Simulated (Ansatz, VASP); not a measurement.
**One calculation of Al, two programs**

```xyz
1
Lattice="-1.5634 1.5634 1.5912 1.5634 -1.5634 1.5912 1.6191 1.6191 -1.5912" Properties=species:S:1:pos:R:3 pbc="T T T"
Al    0.0000    0.0000    0.0000
```

Change from the starting cell: strain +0.0350 x Voigt [0, 0, 0, 0, 0, 1], atoms carried along.

Alike in both runs: task single point; functional PBEsol; k mesh 20 × 20 × 20; occupations gaussian, width 0.15 eV; no spin polarisation.

|  | VASP | Ansatz |
| --- | --- | --- |
| version | VASP 6.6.1 | Ansatz 0.2.0 |
| potentials or method | VASP PAW PBE potentials, release 64 (Al), cutoff 520 eV | scalar-relativistic, plane waves, PAW |
| valence electrons in the cell | 3 | 3 |

|  | VASP | Ansatz | Ansatz less VASP |
| --- | --- | --- | --- |
| gap on the k mesh at the Fermi level (eV) | none | none | - |
| pressure (GPa) | 2.4 | 2.3 | -0.07 |
| traceless stress, the component that is largest in VASP (GPa) | -1.68 | -1.67 | +0.014 |

VASP's potentials were made for PBE, not for PBEsol. A gap of «none» marks a metal or a gap that the smearing closes. With one functional, cell and mesh, what is left measures potentials, basis and numerics.
